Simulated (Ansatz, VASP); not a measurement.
**One calculation of NaSrI3, two programs**

```
CELL_PARAMETERS angstrom
6.39769 0.00000 0.00000
0.00000 6.39769 0.00000
0.00000 0.00000 6.39769
ATOMIC_POSITIONS crystal
Na 0.00000 0.00000 0.00000
Sr 0.50000 0.50000 0.50000
I 0.50000 0.50000 0.00000
I 0.50000 0.00000 0.50000
I 0.00000 0.50000 0.50000
```

Alike in both runs: task single point; functional PBE; k mesh 4 × 4 × 4; occupations fermi-dirac, width 0.02 eV; no spin polarisation.

|  | VASP | Ansatz |
| --- | --- | --- |
| version | VASP 6.6.1 | Ansatz 0.2.0 |
| potentials or method | VASP PAW PBE potentials, release 64 (Na_pv, Sr_sv, I) | plane waves, PAW |
| plane-wave cutoff (eV) | 520 | 420 |
| valence electrons in the cell | 38 | 70 |

Ansatz gave:

| Item | Value |
| --- | --- |
| gap on the k mesh at the Fermi level (eV) | 2.39 |
| pressure (GPa) | 0.1 |

Estimate VASP's values.

gap on the k mesh at the Fermi level (eV): 2.39; pressure (GPa): 0.2.

With one functional, cell and mesh, what is left measures potentials, basis and numerics. VASP's potentials hold 38 valence electrons a cell and Ansatz's 70, so a difference there can come from the potentials and not from the codes.

Neither program's run includes spin-orbit coupling.
